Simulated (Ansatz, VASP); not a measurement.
**Mg: VASP beside Ansatz**

INCAR

```
SYSTEM = Mg
PREC     = Accurate       ! precision mode
ENCUT    = 600            ! plane-wave cutoff, eV
EDIFF    = 1E-6           ! SCF threshold, eV
ISMEAR   = -1             ! smearing method
SIGMA    = 0.05           ! smearing width, eV
LREAL    = .False.        ! projectors in reciprocal space
LASPH    = .True.         ! aspherical terms in the spheres
NELM     = 80             ! most SCF steps
ALGO     = Normal         ! electronic algorithm
ISIF     = 3              ! what is computed and relaxed
LWAVE    = .False.        ! write WAVECAR
LCHARG   = .False.        ! write CHGCAR
GGA      = PE             ! functional
IVDW     = 13             ! dispersion correction
IBRION   = 2              ! ionic algorithm
NSW      = 60             ! ionic steps
EDIFFG   = -0.01          ! ionic threshold
```

The input KPOINTS:

```
Automatic mesh
0
Gamma
  10 10 9
  0 0 0
```

File POSCAR:

```
Mg
1.0
    3.0502998005      0.0000000000      0.0000000000
   -1.5251499003      2.6416371164      0.0000000000
    0.0000000000      0.0000000000      3.0448375700
Mg
1
Direct
    0.0000000000      0.0000000000      0.0000000000
```

File input.yaml:

```yaml
crystal:
  lattice:
    - [3.0502998005, 0.0, 0.0]
    - [-1.5251499003, 2.6416371164, 0.0]
    - [0.0, 0.0, 3.04483757]
  atoms:
    - { symbol: Mg, position: [0.0, 0.0, 0.0] }
hamiltonian:
  xc: pbe
  pseudopotentials: { kind: paw }
  dispersion: d4
kpoints:
  mp_grid: { grid: [10, 10, 9] }
scf:
  occupations: { method: fermi_dirac, width: 0.05 }
output:
  forces: true
  stress: true
  eigenvalues: true
relax:
  f_tol: 0.01
  max_steps: 40
  cell: { stress_tol: 0.05 }
```

Alike in both runs: task relaxation of cell and atoms; functional PBE; dispersion D4; k mesh 10 × 10 × 9; occupations fermi-dirac, width 0.05 eV; no spin polarisation.

|  | VASP | Ansatz |
| --- | --- | --- |
| version | VASP 6.6.1 | Ansatz 0.2.0 |
| potentials or method | VASP PAW PBE potentials, release 64 (Mg) | Ansatz PAW |
| plane-wave cutoff (eV) | 600 | 420 |
| valence electrons in the cell | 2 | 10 |

VASP gave:

```
gap on the k mesh at the Fermi level, each at its own relaxed structure (eV) : none
relaxed volume (Å³/atom)                                                     : 24.60
relaxed length of the cell vector where the two differ most in proportion (Å)              : 3.025
```

Q: Which values does Ansatz return?

A: gap on the k mesh at the Fermi level, each at its own relaxed structure (eV): none; relaxed volume (Å³/atom): 24.64; relaxed length of the cell vector where the two differ most in proportion (Å): 3.027.

A gap of «none» marks a metal or a gap that the smearing closes. VASP's potentials hold 2 valence electrons a cell and Ansatz's 10, so a difference there can come from the potentials and not from the codes.

Noted on Ansatz's run: the plane-wave basis is chosen anew once the cell has moved, so the energies of steps on either side of that aren't comparable.
